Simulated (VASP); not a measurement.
Set up this calculation in VASP 6.6.1, as the native input.

```
Task                   : single point
Functional             : LDA
Potentials or basis    : VASP PAW PBE potentials, release 64 (Eu, O)
Cutoff                 : 600 eV
k mesh                 : 6 × 6 × 6
Occupations            : gaussian, width 0.05 eV
Spin                   : collinear spin, ferromagnetic start
Starting moments       : [1.75, 0.0] μB
Fixed moment           : 1.75 μB
Hubbard terms          : Eu f U = 7.0 eV
Dipole correction      : no
Further INCAR settings : ALGO = Normal; EDIFF = 1e-06; NBANDS = 22
```

The structure of EuO lies in POSCAR:

```
EuO
1.0
    0.0000000000      2.5719519700      2.5719519700
    2.5719519700      0.0000000000      2.5719519700
    2.5719519700      2.5719519700      0.0000000000
Eu O
1 1
Direct
    0.5000000000      0.5000000000      0.5000000000
    0.0000000000      0.0000000000      0.0000000000
```

One way to write it, as run:

INCAR

```
PREC     = Accurate       # precision mode
ENCUT    = 600            # plane-wave cutoff, eV
EDIFF    = 1E-6           # SCF threshold, eV
ISMEAR   = 0              # smearing method
SIGMA    = 0.05           # smearing width, eV
LREAL    = F              # projectors in reciprocal space
LASPH    = T              # aspherical terms in the spheres
NELM     = 200            # most SCF steps
ALGO     = Normal         # electronic algorithm
ISIF     = 2              # what is computed and relaxed
LWAVE    = F              # write WAVECAR
LCHARG   = F              # write CHGCAR
ISPIN    = 2              # spin polarisation
MAGMOM   = 1.75 0         # initial moments
LORBIT   = 11             # projections on sites
NUPDOWN  = 1.75           # fixed moment
LMAXMIX  = 6              # l up to which the mixer works
LDAU     = T              # DFT+U
LDAUTYPE = 2            
LDAUL    = 3 -1           # shell
LDAUU    = 7 0            # U, eV
LDAUJ    = 0 0          
LDAUPRINT= 1            
GGA      = CA             # functional
NBANDS   = 22             # bands
GGA_COMPAT= F
```

KPOINTS

```
regular mesh
0
Gamma
  6 6 6
```

Potentials or basis: VASP PAW PBE potentials, release 64 (Eu, O).

Run with:

```bash
$ cat potpaw_PBE.64/Eu/POTCAR potpaw_PBE.64/O/POTCAR > POTCAR
$ mpirun -np 1 vasp_std > vasp.out
```

It gave:

```json
{
 "Pressure": "-13.3 GPa",
 "Net moment": "1.75 μB per cell",
 "Site moments": "Eu +1.49; O +0.02 μB",
 "Valence electrons inside the program's atomic spheres": "Eu 14.65; O 4.90"
}
```

Caveat: the cell stands under tension; the PAW data sets were made with another functional, which shifts forces and pressure a little; the total moment is fixed, so each spin has its own Fermi level; a cell with one magnetic atom can't hold antiferromagnetic order, which such compounds often take.

Wall time 2.9 min on 1 thread of Intel Xeon 8259CL, on a shared host, peak memory 0.19 GiB.
